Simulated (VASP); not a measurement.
Crystal: GaN.

```xyz
2
Lattice="0.0000 2.2490 2.2490 2.2490 0.0000 2.2490 2.2490 2.2490 0.0000" Properties=species:S:1:pos:R:3 pbc="T T T"
Ga    0.0000    0.0000    0.0000
N     1.1245    1.1245    1.1245
```

Program: VASP 6.6.1. Alike in all runs: task single point; potentials or basis VASP PAW PBE potentials, release 64 (Ga_d, N); no spin polarisation; cell as given; k mesh 4 × 4 × 4; cutoff (eV) 520; smearing gaussian 0.01 eV.

Q: Order these runs on this cell by their pressure, lowest first.
A. level PBE-based screened hybrid with 35 % exact exchange; share of exact exchange 0.35; screening parameter 0.3 1/Å
B. level PBE-based global hybrid with 10 % exact exchange; share of exact exchange 0.1
C. level PBE-based global hybrid with 75 % exact exchange; share of exact exchange 0.75
D. level HSE06; share of exact exchange 0.25; screening parameter 0.2079 1/Å

A: C (-11.9 GPa), A (-1.9 GPa), D (-0.1 GPa), B (3.6 GPa).

Caveats: all runs use coarse meshes; the structure was generated, so it needn't be the stable form of GaN; the PAW data sets were made with another functional, which shifts forces and pressure a little.
